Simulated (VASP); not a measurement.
Set up this calculation in VASP 6.6.1, as the native input.

| Quantity | Value |
| --- | --- |
| Task | relaxation of cell and atoms |
| Functional | PBE |
| Potentials or basis | VASP PAW PBE potentials, release 64 (Ca_sv, B) |
| Cutoff | 600 eV |
| k mesh | 6 × 6 × 6 |
| Occupations | gaussian, width 0.1 eV |
| Spin | no spin polarisation |
| Dipole correction | no |
| Further INCAR settings | ALGO = Normal; EDIFF = 1e-07; IBRION = 2; EDIFFG = -0.04; NSW = 90; ISIF = 3 |

The structure of CaB2 lies in POSCAR:

```
CaB2
1.0
    1.3828728339      0.7984020029      5.3542742964
   -1.3828728339      0.7984020029      5.3542742964
    0.0000000000     -1.5968040058      5.3542742964
Ca B
1 2
Direct
    0.0000000000      0.0000000000      0.0000000000
    0.7484000000      0.7484000000      0.7484000000
    0.5849000000      0.5849000000      0.5849000000
```

These files were run (other wordings do the same):

INCAR

```
ALGO = Normal
EDIFF = 1E-7
EDIFFG = -0.04
ENCUT = 600
GGA = PE
IBRION = 2
ISIF = 3
ISMEAR = 0
LASPH = T
LCHARG = F
LREAL = F
LWAVE = F
NELM = 80
NSW = 90
PREC = Accurate
SIGMA = 0.1
```

KPOINTS

```
k-points
0
Gamma
  6 6 6
```

Potentials or basis: VASP PAW PBE potentials, release 64 (Ca_sv, B).

Launch:

```bash
$ cat potpaw_PBE.64/Ca_sv/POTCAR potpaw_PBE.64/B/POTCAR > POTCAR
$ mpirun -np 1 vasp_std > vasp.out
```

Results of the run:

```yaml
Relaxed_volume: 13.12 Å³/atom
Relaxed_cell: a = 4.747 Å, b = 4.747 Å, c = 4.747 Å, α = 39.75°, β = 39.75°, γ = 39.75°
Space_group_after_relaxing_to_0.05_Å: R3m (No. 160)
Energy_gained_by_relaxing: 3938.7 meV/atom
Ionic_steps: 25
Pressure_after_relaxing: 0.1 GPa
Largest_force_after_relaxing: 0.031 eV/Å
Band_gap_on_the_k_mesh: zero (band 8 reaches 5.01 eV, above the bottom of band 9 at 4.23 eV)
```

Caveat: the k points lie up to 0.38 Å⁻¹ apart in the final cell.

Run time: 9.8 min on 1 thread of Intel(R) Xeon(R) 6975P-C (Granite Rapids), on a shared host, peak memory 0.38 GiB.
